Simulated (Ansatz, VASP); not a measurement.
Os: VASP beside Ansatz

```xyz
1
Lattice="0.0000 1.9282 1.9282 1.9282 0.0000 1.9282 1.9282 1.9282 0.0000" Properties=species:S:1:pos:R:3 pbc="T T T"
Os    0.0000    0.0000    0.0000
```

Alike in both runs: functional PBE; k mesh 18 × 18 × 18; occupations fermi-dirac, width 0.1 eV; no spin polarisation.

Ansatz relaxed the structure, and its values are those at the end. VASP's run is a single point on that final structure, the one shown.

```csv
,VASP,Ansatz
version,VASP 6.6.1,Ansatz 0.2.0
potentials or method,"VASP PAW PBE potentials, release 64 (Os)","PAW with Ansatz's default frozen-core files, scalar-relativistic"
plane-wave cutoff (eV),520,420
valence electrons in the cell,8,16
```

```tsv
	VASP	Ansatz	Ansatz less VASP
pressure (GPa)	-0.1	0.0	+0.09
```

VASP's potentials hold 8 valence electrons a cell and Ansatz's 16, so a difference there can come from the potentials and not from the codes.

Spin-orbit coupling is off throughout.
